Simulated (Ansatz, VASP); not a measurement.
## One calculation of MgO, two programs

```
Mg O
1.0
     2.75163    0.00000    0.00000
     0.00000    2.62335    0.00000
     0.00000    0.00000    2.62335
Mg O
1 1
Direct
  0.00000 0.00000 0.00000
  0.50000 0.50000 0.50000
```

Change from the starting cell: uniaxial_x strain +4.9%.

Alike in both runs: task single point; functional r2SCAN; k mesh 10 × 10 × 10; no spin polarisation.

```csv
,VASP,Ansatz
version,VASP 6.6.1,Ansatz 0.2.0
potentials or method,"VASP PAW PBE potentials, release 64 (Mg_sv, O)","plane waves, PAW"
plane-wave cutoff (eV),920,500
occupations,"gaussian, width 0.01 eV",fixed
valence electrons in the cell,16,16
```

```csv
,VASP,Ansatz,Ansatz less VASP
gap on the k mesh at the Fermi level (eV),2.81,2.78,-0.030
pressure (GPa),-6.1,-6.5,-0.42
"traceless stress, the component that is largest in VASP (GPa)",-20.69,-20.46,+0.227
```

VASP's potentials were made for PBE, not for r2SCAN.
